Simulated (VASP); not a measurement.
# FeO (Fm-3m) in VASP: single point with PBEsol

Aim: the single point of FeO with PBEsol.

Everything below comes from runs of VASP 6.6.1. Logs are shortened: lines on timing, memory, paths and dates and some standing lists are left out, and cuts for length are marked.

## (1) The cell of the first run

Symmetry: Fm-3m, No. 225, cubic system. The conventional cell has a = 4.311 Å, b = 4.311 Å, c = 4.311 Å, α = 90.00°, β = 90.00°, γ = 90.00°. Within 2.9 Å of Fe (site symmetry m-3m) lie 6 O at 2.16 Å. O (site symmetry m-3m) has 6 Fe at 2.16 Å within 2.9 Å.

## (2) Single point, PBEsol, collinear spin, ferromagnetic start

INCAR

```
ALGO = Normal
EDIFF = 1E-7
ENCUT = 520
GGA = PS
ISIF = 2
ISMEAR = 0
ISPIN = 2
LASPH = True
LCHARG = True
LELF = True
LMAXMIX = 4
LORBIT = 11
LREAL = False
LVHAR = True
LWAVE = False
MAGMOM = 3.79 0.36
NBANDS = 18
NELM = 150
PREC = Accurate
SIGMA = 0.15
```

KPOINTS

```
k-points
0
Gamma
  20 20 20
```

POSCAR

```
FeO
1.0
    0.0000000000      2.1554000000      2.1554000000
    2.1554000000      0.0000000000      2.1554000000
    2.1554000000      2.1554000000      0.0000000000
Fe O
1 1
Direct
    0.0000000000      0.0000000000      0.0000000000
    0.5000000000      0.5000000000      0.5000000000
```

Potentials or basis: VASP PAW PBE potentials, release 64 (Fe, O).

Command:

```bash
cat potpaw_PBE.64/Fe/POTCAR potpaw_PBE.64/O/POTCAR > POTCAR
mpirun -np 1 vasp_std > vasp.out
```

OUTCAR:

```text
EDIFF = 1E-7
   ENCUT = 520
   GGA = PS
   ISIF = 2
   ISMEAR = 0
   ISPIN = 2
   LASPH = True
   LORBIT = 11
   LREAL = False
   NELM = 150
   PREC = Accurate

 ion  position               nearest neighbor table
   1  0.000  0.000  0.000-   2 2.16   2 2.16   2 2.16   2 2.16   2 2.16   2 2.16
   2  0.500  0.500  0.500-   1 2.16   1 2.16   1 2.16   1 2.16   1 2.16   1 2.16

  LATTYP: Found a face centered cubic cell.
 ALAT       =     4.3108000000

  Lattice vectors:

 A1 = (   0.0000000000,   2.1554000000,   2.1554000000)
 A2 = (   2.1554000000,   0.0000000000,   2.1554000000)
 A3 = (   2.1554000000,   2.1554000000,   0.0000000000)

Analysis of symmetry for initial positions (statically):
=====================================================================
 Subroutine PRICEL returns:
 Original cell was already a primitive cell.

 Routine SETGRP: Setting up the symmetry group for a
 face centered cubic supercell.

 Subroutine GETGRP returns: Found 48 space group operations
 (whereof 48 operations were pure point group operations)
 out of a pool of 48 trial point group operations.

The static configuration has the point symmetry O_h .

Analysis of symmetry for dynamics (positions and initial velocities):
=====================================================================
 Subroutine PRICEL returns:
 Original cell was already a primitive cell.

 Routine SETGRP: Setting up the symmetry group for a
 face centered cubic supercell.

 Subroutine GETGRP returns: Found 48 space group operations
 (whereof 48 operations were pure point group operations)
 out of a pool of 48 trial point group operations.

The dynamic configuration has the point symmetry O_h .

Analysis of structural, dynamic, and magnetic symmetry:
=====================================================================
 Subroutine PRICEL returns:
 Original cell was already a primitive cell.

 Routine SETGRP: Setting up the symmetry group for a
 face centered cubic supercell.

 Subroutine GETGRP returns: Found 48 space group operations
 (whereof 48 operations were pure point group operations)
 out of a pool of 48 trial point group operations.

The overall configuration has the point symmetry O_h .

 Subroutine INISYM returns: Found 48 space group operations
 (whereof 48 operations are pure point group operations),
 and found     1 'primitive' translations

----------------------------------------------------------------------------------------

                                     Primitive cell

  volume of cell :      20.0269

  direct lattice vectors                    reciprocal lattice vectors
     0.000000000  2.155400000  2.155400000    -0.231975503  0.231975503  0.231975503
     2.155400000  0.000000000  2.155400000     0.231975503 -0.231975503  0.231975503
     2.155400000  2.155400000  0.000000000     0.231975503  0.231975503 -0.231975503

  length of vectors
     3.048195912  3.048195912  3.048195912     0.401793358  0.401793358  0.401793358

  position of ions in fractional coordinates (direct lattice)
     0.000000000  0.000000000  0.000000000
     0.500000000  0.500000000  0.500000000

  ion indices of the primitive-cell ions
   primitive index   ion index
                 1           1
                 2           2

----------------------------------------------------------------------------------------

 KPOINTS: k-points

Automatic generation of k-mesh.
 Grid dimensions read from file:
 generate k-points for:   20   20   20

 Generating k-lattice:

  Cartesian coordinates                     Fractional coordinates (reciprocal lattice)
    -0.011598775  0.011598775  0.011598775     0.050000000  0.000000000  0.000000000
     0.011598775 -0.011598775  0.011598775     0.000000000  0.050000000  0.000000000
     0.011598775  0.011598775 -0.011598775     0.000000000  0.000000000  0.050000000

  Length of vectors
     0.020089668  0.020089668  0.020089668

  Shift w.r.t. Gamma in fractional coordinates (k-lattice)
     0.000000000  0.000000000  0.000000000

 Subroutine IBZKPT returns following result:
 ===========================================

 Found    256 irreducible k-points:

 Following reciprocal coordinates:
            Coordinates               Weight
  0.000000  0.000000  0.000000      1.000000
  0.050000  0.000000  0.000000      8.000000
  0.100000  0.000000  0.000000      8.000000
  0.150000  0.000000  0.000000      8.000000
  0.200000  0.000000  0.000000      8.000000
  0.250000  0.000000  0.000000      8.000000
[... 16 lines left out ...]
 -0.400000  0.050000  0.000000     24.000000
 -0.350000  0.050000  0.000000     24.000000
 [... further k-points ...]
   k-points           NKPTS =    256   k-points in BZ     NKDIM =    256   number of bands    NBANDS=     18
   number of dos      NEDOS =    301   number of ions     NIONS =      2
   total plane-waves  NPLWV =  13824
   dimension x,y,z NGX =    24 NGY =   24 NGZ =   24
   dimension x,y,z NGXF=    48 NGYF=   48 NGZF=   48
   ions per type =               1   1
   NGX,Y,Z   is equivalent  to a cutoff of  13.09, 13.09, 13.09 a.u.
   NGXF,Y,Z  is equivalent  to a cutoff of  26.18, 26.18, 26.18 a.u.
 SYSTEM =  unknown system
   PREC   = accura    normal or accurate (medium, high low for compatibility)
   ISTART =      0    job   : 0-new  1-cont  2-samecut
   ICHARG =      2    charge: 1-file 2-atom 10-const
   ISPIN  =      2    spin polarized calculation?
   LNONCOLLINEAR =      F non collinear calculations
   LSORBIT =      F    spin-orbit coupling
   LASPH  =      T    aspherical Exc in radial PAW
   ENCUT  =  520.0 eV  38.22 Ry    6.18 a.u.   5.67  5.67  5.67*2*pi/ulx,y,z
   NELM   =    150;   NELMIN=  2; NELMDL= -5     # of ELM steps
   EDIFF  = 0.1E-06   stopping-criterion for ELM
   LREAL  =      F    real-space projection
   EDIFFG = 0.1E-05   stopping-criterion for IOM
   NSW    =      0    number of steps for IOM
   IBRION =     -1    ionic relax: 0-MD 1-quasi-New 2-CG
   NFREE  =      0    steps in history (QN), initial steepest desc. (CG)
   ISIF   =      2    stress and relaxation
   ISYM   =      2    0-nonsym 1-usesym 2-fastsym
   POTIM  = 0.5000    time-step for ionic-motion
   TEBEG  =    0.0;   TEEND  =   0.0 temperature during run
   PSTRESS=    0.0 pullay stress
   NELECT =      14.0000    total number of electrons
   NUPDOWN=      -1.0000    fix difference up-down
   EMIN   =  10.00;   EMAX   =-10.00  energy-range for DOS
   EFERMI =   0.00;   METHOD = LEGACY
   ISMEAR =     0;   SIGMA  =   0.15  broadening in eV -4-tet -1-fermi 0-gaus
   EFERMI_NEDOS =   21; number of points for ismear=-14 and -15
   IALGO  =     38    algorithm
   IMIX   =      4    mixing-type and parameters
     AMIX     =   0.40;   BMIX     =  1.00
     AMIX_MAG =   1.60;   BMIX_MAG =  1.00
  volume/ion in A,a.u.               =      10.01        67.57
  Fermi-wavevector in a.u.,A,eV,Ry     =   1.452935  2.745650 28.722187  2.111021
  Thomas-Fermi vector in A             =   2.570260
   LORBIT       =     11    0 simple, 1 ext, 2 COOP (PROOUT), +10 PAW based schemes
   GGA     = PS    functional components
   LHFCALC =     F    Hartree Fock is set to
   AEXX    =    0.0000 exact exchange contribution
   IVDW    =     0    specifies the selected vdW correction
   LEPSILON=     F    determine dielectric tensor
   LRPA    =     F    only Hartree local field effects (RPA)
 spin polarized calculation
 Gauss-broadening in eV      SIGMA  =   0.15
  energy-cutoff  :      520.00
  volume of cell :       20.03
 maximum number of plane-waves:       556
   NGX = 11   NGY = 11   NGZ = 11

 number of electron      13.9999999 magnetization       4.0000590

 Free energy of the ion-electron system (eV)
  ---------------------------------------------------
  ext. energy  EPLUGINS =         0.00000000
  ---------------------------------------------------
  free energy    TOTEN  =       -15.84676020 eV

  energy without entropy =      -15.83191485  energy(sigma->0) =      -15.83933753

 E-fermi :   6.0652     XC(G=0): -12.4115

 val. band max:        6.0651546558   @ k =   0.2500   0.1000   0.0000
 cond. band min:       6.0656716976   @ k =  -0.2500   0.1500   0.0000
 fundamental gap:      0.0005170418
 Fermi energy:         6.0651930414

 spin component 1

 k-point     1 :       0.0000    0.0000    0.0000
  band No.  band energies     occupation
      1     -14.6249      1.00000
      2       2.1920      1.00000
      3       2.1920      1.00000
      4       2.1920      1.00000
      5       2.2299      1.00000
      6       2.2299      1.00000
[... 10 lines left out ...]
     17      26.5696      0.00000
     18      29.6544      0.00000

 k-point     2 :       0.0500    0.0000    0.0000
  band No.  band energies     occupation
      1     -14.5993      1.00000
      2       1.7888      1.00000
      3       1.8161      1.00000
      4       1.8161      1.00000
      5       2.2349      1.00000
      6       2.2349      1.00000
[... 10 lines left out ...]
     17      26.8799      0.00000
     18      30.1306      0.00000

 k-point     3 :       0.1000    0.0000    0.0000
  band No.  band energies     occupation
      1     -14.5245      1.00000
      2       1.1959      1.00000
      3       1.3639      1.00000
      4       1.3639      1.00000
      5       2.2881      1.00000
      6       2.2881      1.00000
[... 412 lines left out ...]
 k-point    23 :      -0.4000    0.0500    0.0000
  band No.  band energies     occupation
      1     -13.5123      1.00000
      2      -2.4958      1.00000
      3      -0.5253      1.00000
      4      -0.4725      1.00000
      5       2.9325      1.00000
      6       2.9741      1.00000
[... 10 lines left out ...]
     17      30.6704      0.00000
     18      32.6511      0.00000

 k-point    24 :      -0.3500    0.0500    0.0000
  band No.  band energies     occupation
      1     -13.6431      1.00000
      2      -2.1572      1.00000
      3      -0.4047      1.00000
      4      -0.3063      1.00000
      5       2.8357      1.00000
      6       2.9019      1.00000
[... 10 lines left out ...]
     17      31.1066      0.00000
     18      33.3141      0.00000

 [... further k-points ...]

 spin component 2

 k-point     1 :       0.0000    0.0000    0.0000
  band No.  band energies     occupation
      1     -14.0653      1.00000
      2       2.8239      1.00000
      3       2.8239      1.00000
      4       2.8239      1.00000
      5       5.3280      1.00000
      6       5.3282      1.00000
[... 10 lines left out ...]
     17      28.1080      0.00000
     18      30.7776      0.00000

 k-point     2 :       0.0500    0.0000    0.0000
  band No.  band energies     occupation
      1     -14.0395      1.00000
      2       2.6016      1.00000
      3       2.7429      1.00000
      4       2.7429      1.00000
      5       5.3621      1.00000
      6       5.3622      1.00000
[... 10 lines left out ...]
     17      28.3664      0.00000
     18      31.3140      0.00000

 k-point     3 :       0.1000    0.0000    0.0000
  band No.  band energies     occupation
      1     -13.9639      1.00000
      2       2.0556      1.00000
      3       2.5302      1.00000
      4       2.5302      1.00000
      5       5.4517      1.00000
      6       5.4518      1.00000
[... 412 lines left out ...]
 k-point    23 :      -0.4000    0.0500    0.0000
  band No.  band energies     occupation
      1     -12.9391      1.00000
      2      -1.7115      1.00000
      3       0.9645      1.00000
      4       0.9690      1.00000
      5       6.3485      0.00378
      6       6.3741      0.00179
[... 10 lines left out ...]
     17      31.2532      0.00000
     18      33.2899      0.00000

 k-point    24 :      -0.3500    0.0500    0.0000
  band No.  band energies     occupation
      1     -13.0716      1.00000
      2      -1.3614      1.00000
      3       1.0863      1.00000
      4       1.1183      1.00000
      5       6.2131      0.08162
      6       6.2179      0.07492
[... 10 lines left out ...]
     17      31.6736      0.00000
     18      34.0191      0.00000

 [... further k-points ...]

------------------------ aborting loop because EDIFF is reached ----------------------------------------

  FORCE on cell =-STRESS in cart. coord.  units (eV):
  Direction    XX          YY          ZZ          XY          YZ          ZX
  --------------------------------------------------------------------------------------
  -------------------------------------------------------------------------------------
  Total       -1.0301849     -1.0301849     -1.0301849     -0.0000000     -0.0000000      0.0000000
  in kB      -82.4161167    -82.4161167    -82.4161167     -0.0000000     -0.0000000      0.0000000
  external PRESSURE =     -82.4161167 kB  Pullay stress =       0.0000000 kB

 VOLUME and BASIS-vectors are now :
 -----------------------------------------------------------------------------
  energy-cutoff  :      520.00
  volume of cell :       20.03
      direct lattice vectors                 reciprocal lattice vectors
     0.000000000  2.155400000  2.155400000    -0.231975503  0.231975503  0.231975503
     2.155400000  0.000000000  2.155400000     0.231975503 -0.231975503  0.231975503
     2.155400000  2.155400000  0.000000000     0.231975503  0.231975503 -0.231975503

 POSITION                                       TOTAL-FORCE (eV/Angst)
 -----------------------------------------------------------------------------------
      0.00000      0.00000      0.00000         0.000000     -0.000000      0.000000
      2.15540      2.15540      2.15540        -0.000000      0.000000     -0.000000
 -----------------------------------------------------------------------------------
    total drift:                                0.000000     -0.000000      0.000000

  FREE ENERGIE OF THE ION-ELECTRON SYSTEM (eV)
  ---------------------------------------------------
  free  energy   TOTEN  =       -15.8467602029 eV

  energy  without entropy=      -15.8319148527  energy(sigma->0) =      -15.83933753

 total charge

# of ion       s       p       d       tot
------------------------------------------
    1        0.292   0.364   6.086   6.742
    2        1.551   3.415   0.000   4.966
--------------------------------------------------
tot          1.843   3.779   6.086  11.708

 magnetization (x)

# of ion       s       p       d       tot
------------------------------------------
    1        0.026   0.021   3.564   3.611
    2        0.030   0.273   0.000   0.303
--------------------------------------------------
tot          0.056   0.294   3.564   3.914
```

Wall time 3.1 min (1 thread of Intel Xeon 8259CL, shared host); peak memory 0.26 GiB.

Results:

| Item | Value |
| --- | --- |
| Free energy | -15.8468 eV |
| Pressure | -8.2 GPa |
| Band gap on the k mesh | zero (filled and empty bands overlap) |
| Net moment | 4.00 μB per cell |
| Site moments | Fe +3.61; O +0.30 μB |
| Valence electrons inside the program's atomic spheres | Fe 6.74; O 4.97 |

Caveat: the cell stands under tension; the PAW data sets were made with another functional, which shifts forces and pressure a little; a cell with one magnetic atom can't hold antiferromagnetic order, which such compounds often take; semilocal functionals often make such compounds metallic where correlation or magnetic order opens a gap, which also shifts bond lengths. With open d or f shells a metallic result of PBEsol can be an artefact of self-interaction; +U or a hybrid may open a gap.
